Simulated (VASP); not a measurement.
Input of a VASP 6.6.1 run:

INCAR

```
  PREC = Accurate
  ENCUT = 520
  EDIFF = 1E-6
  ISMEAR = 1
  SIGMA = 0.1
  LREAL = F
  LASPH = T
  NELM = 80
  ALGO = Normal
  ISIF = 2
  LWAVE = F
  LCHARG = T
  GGA = PS
  LELF = T
  LVHAR = T
  NBANDS = 18
```

KPOINTS

```
regular mesh
0
Gamma
  12 12 7
```

POSCAR

```
IrRu
1.0
    2.7004710198      0.0000000000      0.0000000000
   -1.3502360054      2.3386763576      0.0000000000
    0.0000000000      0.0000000000      4.2918555668
Ru Ir
1 1
Direct
    0.6666666667      0.3333333333      0.0000000000
    0.0000000000      0.0000000000      0.5000000000
```

Potentials or basis: VASP PAW PBE potentials, release 64 (Ru_pv, Ir).

The run is started by

```bash
$ cat potpaw_PBE.64/Ru_pv/POTCAR potpaw_PBE.64/Ir/POTCAR > POTCAR
$ mpirun -np 1 vasp_std > vasp.out
```

**Question.** What does it give for the pressure?

**Answer.** 4.3 GPa.

Stress tensor (GPa, compression positive):
```
4.06 0.00 0.00
0.00 4.06 0.00
0.00 0.00 4.75
```

Caveat: the PAW data sets were made with another functional, which shifts forces and pressure a little.
